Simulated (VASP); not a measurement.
**MgO: single point with r2SCAN**

MgO:

```
CELL_PARAMETERS angstrom
2.93802 0.00000 0.00000
-1.46901 2.54440 0.00000
0.00000 0.00000 2.67968
ATOMIC_POSITIONS crystal
Mg 0.00000 0.00000 0.00000
O 0.33333 0.66667 0.50000
```

```yaml
Program: VASP 6.6.1
Task: single point
Functional: r2SCAN
Potentials_or_basis: VASP PAW PBE potentials, release 64 (Mg, O)
Cutoff: 520 eV
k_mesh: 12 × 12 × 8
Occupations: gaussian, width 0.01 eV
Spin: no spin polarisation
Dipole_correction: no
Further_INCAR_settings: ALGO = Normal; EDIFF = 1e-06; NBANDS = 11
```

- Pressure: -6.2 GPa
- Band gap on the k mesh: 3.76 eV, indirect (least direct gap 4.17 eV)

Stress tensor (GPa, compression positive):
```
-5.90  0.00  0.00
 0.00 -5.90  0.00
 0.00  0.00 -6.95
```

Levels at points of the mesh, in eV from the valence-band top:
```
           k point  band 2  band 3  band 4  band 5  band 6  band 7
(0.00, 0.00, 0.00)   -0.62   -0.62   -0.41    3.76   12.88   16.57
(0.50, 0.00, 0.00)   -4.89   -1.35   -0.05    7.40   11.60   14.13
(0.00, 0.00, 0.50)   -5.35   -0.10   -0.10    9.17    9.91   18.58
(0.50, 0.00, 0.50)   -3.78   -3.40   -0.86    6.61   12.37   15.17
```

It took 62 s on 1 thread of AMD EPYC 7R13 Processor (Zen 3), with other jobs on the host, peak memory 0.12 GiB.

Caveat: the PAW data sets were made with another functional, which shifts forces and pressure a little. A k mesh can miss the band edges.
